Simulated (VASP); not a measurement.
Set up this calculation in VASP 6.6.1, as the native input.

```yaml
Task: single point
Functional: PBE
Potentials_or_basis: VASP PAW PBE potentials, release 64 (Al, Sc_sv)
Cutoff: 520 eV
k_mesh: 16 × 16 × 16
Occupations: gaussian, width 0.1 eV
Spin: no spin polarisation
Dipole_correction: no
Further_INCAR_settings: ALGO = Fast; EDIFF = 1e-06; NBANDS = 18
```

The structure of ScAl3 lies in POSCAR:

```
ScAl3
1.0
    4.1054658854      0.0000000000      0.0000000000
    0.0000000000      4.1054658854      0.0000000000
    0.0000000000      0.0000000000      4.1054658854
Al Sc
3 1
Direct
    0.0000000000      0.5000000000      0.5000000000
    0.5000000000      0.0000000000      0.5000000000
    0.5000000000      0.5000000000      0.0000000000
    0.0000000000      0.0000000000      0.0000000000
```

One way to write it, as run:

INCAR

```
SYSTEM = ScAl3
  PREC = Accurate
  ENCUT = 520
  EDIFF = 1E-6
  ISMEAR = 0
  SIGMA = 0.1
  LREAL = .FALSE.
  LASPH = .TRUE.
  NELM = 60
  ALGO = Fast
  ISIF = 2
  LWAVE = .FALSE.
  LCHARG = .FALSE.
  GGA = PE
  NBANDS = 18
```

KPOINTS

```
regular mesh
0
G
  16 16 16
  0 0 0
```

Potentials or basis: VASP PAW PBE potentials, release 64 (Al, Sc_sv).

Launch:

```sh
$ cat potpaw_PBE.64/Al/POTCAR potpaw_PBE.64/Sc_sv/POTCAR > POTCAR
$ mpirun -np 1 vasp_std > vasp.out
```

Results of the run:

| Property | Result |
| --- | --- |
| Pressure | 0.0 GPa |
| Band gap on the k mesh | zero (bands 10 and 11 overlap by 3.88 eV) |

It took 100 s on 1 thread of AMD EPYC 9R45 96-Core Processor (Zen 5), on a shared host, peak memory 0.29 GiB.
